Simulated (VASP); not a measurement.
Crystal: CuSbSe4.

```
CELL_PARAMETERS angstrom
3.87414 0.00000 0.00000
-1.93707 3.35510 0.00000
0.00000 0.00000 10.59881
ATOMIC_POSITIONS crystal
Cu 0.66667 0.33333 0.50000
Sb 0.66667 0.33333 0.00000
Se 0.33333 0.66667 0.61884
Se 0.00000 0.00000 0.82452
Se 0.00000 0.00000 0.17548
Se 0.33333 0.66667 0.38116
```

The cell was generated, and may not be a known phase.

```yaml
Program: VASP 6.6.1
Task: relaxation of cell and atoms
Functional: PBE
Potentials_or_basis: VASP PAW PBE potentials, release 64 (Cu, Sb, Se)
Cutoff: 600 eV
k_mesh: 12 × 12 × 4
Occupations: gaussian, width 0.1 eV
Spin: no spin polarisation
```

At the start: pressure -0.3 GPa; volume 22.96 Å³/atom.

Problem. How do energy, volume and symmetry change on relaxing?

Solution. Over 18 steps the energy falls by 6.7 meV/atom and the volume is 23.07 Å³/atom (+0.5 %); space group P-6m2 (No. 187, to 0.1 Å) before and after.

The path:
| step | energy change (eV) | largest force (eV/Å) | pressure (GPa) | volume (Å³) |
| --- | --- | --- | --- | --- |
| 1 | 0.0000 | 0.2180 | -0.30 | 137.76 |
| 2 | -0.0191 | 0.1698 | 0.03 | 136.91 |
| 3 | -0.0270 | 0.1758 | 0.55 | 135.34 |
| 4 | -0.0283 | 0.1496 | 0.41 | 135.76 |
| 5 | -0.0342 | 0.1406 | 0.04 | 136.94 |
| 6 | -0.0359 | 0.1321 | -0.72 | 139.65 |
| 7 | -0.0371 | 0.1343 | -0.47 | 138.62 |
| 8 | -0.0400 | 0.0529 | -0.16 | 138.58 |
| 9 | -0.0403 | 0.0305 | -0.03 | 138.56 |
| 10 | -0.0403 | 0.0286 | -0.06 | 138.56 |
| 11 | -0.0404 | 0.0193 | 0.02 | 138.45 |
| 12 | -0.0404 | 0.0142 | 0.05 | 138.38 |
| 13 | -0.0404 | 0.0121 | 0.01 | 138.36 |
| 14 | -0.0404 | 0.0096 | 0.06 | 138.32 |
| 15 | -0.0404 | 0.0106 | 0.09 | 138.33 |
| 16 | -0.0404 | 0.0117 | 0.09 | 138.34 |
| 17 | -0.0404 | 0.0122 | 0.08 | 138.35 |
| 18 | -0.0405 | 0.0099 | 0.03 | 138.42 |

Final structure:
```xyz
6
Lattice="3.8216 0.0000 0.0000 -1.9108 3.3096 0.0000 0.0000 0.0000 10.9439" Properties=species:S:1:pos:R:3 pbc="T T T"
Cu    1.9108    1.1032    5.4720
Sb    1.9108    1.1032   10.9439
Se    0.0000    2.2064    6.7389
Se    0.0000    0.0000    9.0875
Se    0.0000    0.0000    1.8565
Se    0.0000    2.2064    4.2050
```
